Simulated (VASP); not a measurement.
Set up this calculation in VASP 6.6.1, as the native input.

| Quantity | Value |
| --- | --- |
| Task | single point |
| Functional | LDA |
| Potentials or basis | VASP PAW LDA potentials, release 64 (Ta_pv, N) |
| Cutoff | 520 eV |
| k mesh | 12 × 12 × 10 |
| Occupations | fermi-dirac, width 0.02 eV |
| Spin | no spin polarisation |
| Dipole correction | no |
| Further INCAR settings | ALGO = Normal; EDIFF = 1e-06; NBANDS = 15 |

The structure of TaN lies in POSCAR:

```
TaN
1.0
    2.9379988584      0.0293799886      0.0293799886
   -1.4435556127      2.5296916534      0.0107538222
    0.0288300000      0.0288300000      2.8830000000
Ta N
1 1
Direct
    0.3333333333      0.6666666667      0.5000000000
    0.0000000000      0.0000000000      0.0000000000
```

This cell differs from its parent crystal: equal xy, yz and zx shear strains of +2 %.

These files were run (other wordings do the same):

INCAR

```
SYSTEM = TaN
  PREC = Accurate
  ENCUT = 520
  EDIFF = 1E-6
  ISMEAR = -1
  SIGMA = 0.02
  LREAL = .False.
  LASPH = .True.
  NELM = 100
  ALGO = Normal
  ISIF = 2
  LWAVE = .False.
  LCHARG = .False.
  GGA = CA
  NBANDS = 15
```

KPOINTS

```
Automatic mesh
0
Gamma
  12 12 10
  0 0 0
```

Potentials or basis: VASP PAW LDA potentials, release 64 (Ta_pv, N).

Launch:

```bash
$ cat potpaw_LDA.64/Ta_pv/POTCAR potpaw_LDA.64/N/POTCAR > POTCAR
$ mpirun -np 1 vasp_std > vasp.out
```

Results of the run:

- Pressure: -9.4 GPa
- Largest force: 0.022 eV/Å
- Band gap on the k mesh: zero (band 8 reaches 8.33 eV, above the bottom of band 9 at 8.08 eV)

Caveat: the cell differs from its parent crystal (equal xy, yz and zx shear strains of +2 %); spin-orbit coupling is left out, which moves the levels of the heavy elements.

It took 68 s on 1 thread of Intel(R) Xeon(R) 6975P-C (Granite Rapids), with other jobs on the host, peak memory 0.33 GiB.
